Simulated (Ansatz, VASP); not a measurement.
**One calculation of AlSn, two programs**

Contents of INCAR:

```
PREC = Accurate
ENCUT = 520
EDIFF = 1E-6
ISMEAR = -1
SIGMA = 0.05
LREAL = F
LASPH = T
NELM = 100
ALGO = Fast
ISIF = 2
LWAVE = F
LCHARG = F
NBANDS = 16
```

KPOINTS

```
regular mesh
0
Gamma
  7 7 8
```

Contents of POSCAR:

```
AlSn
1.0
    4.1981056157      0.0000000000      0.0000000000
   -2.0990528078      3.6356661109      0.0000000000
    0.0000000000      0.0000000000      3.3068470000
Sn Al
1 1
Direct
    0.3333333333      0.6666666667      0.5000000000
    0.0000000000      0.0000000000      0.0000000000
```

input.yaml

```yaml
crystal:
  lattice:
    - [4.1981056157, 0.0, 0.0]
    - [-2.0990528078, 3.6356661109, 0.0]
    - [0.0, 0.0, 3.306847]
  atoms:
    - { symbol: Sn, position: [0.3333333333, 0.6666666667, 0.5] }
    - { symbol: Al, position: [0.0, 0.0, 0.0] }
kpoints:
  mp_grid: { grid: [7, 7, 8] }
scf:
  occupations: { method: fermi_dirac, width: 0.05 }
hamiltonian:
  xc: lda
  pseudopotentials: { kind: all_electron, lapw: { basis_error: 0.001 } }
output:
  forces: true
  stress: true
  eigenvalues: true
```

Alike in both runs: task single point; functional LDA; k mesh 7 × 7 × 8; occupations fermi-dirac, width 0.05 eV; no spin polarisation.

|  | VASP | Ansatz |
| --- | --- | --- |
| version | VASP 6.6.1 | Ansatz 0.2.0 |
| potentials or method | VASP PAW LDA potentials, release 64 (Sn_d, Al), cutoff 520 eV | all-electron LAPW, scalar-relativistic |

|  | VASP | Ansatz | Ansatz less VASP |
| --- | --- | --- | --- |
| gap on the k mesh at the Fermi level (eV) | none | none | - |
| pressure (GPa) | -3.0 | -3.0 | +0.01 |

LDA's correlation is that of Perdew and Zunger in VASP and of Perdew and Wang (1992) in Ansatz. A gap of «none» marks a metal or a gap that the smearing closes. Ansatz ran all-electron here, and VASP with PAW potentials.
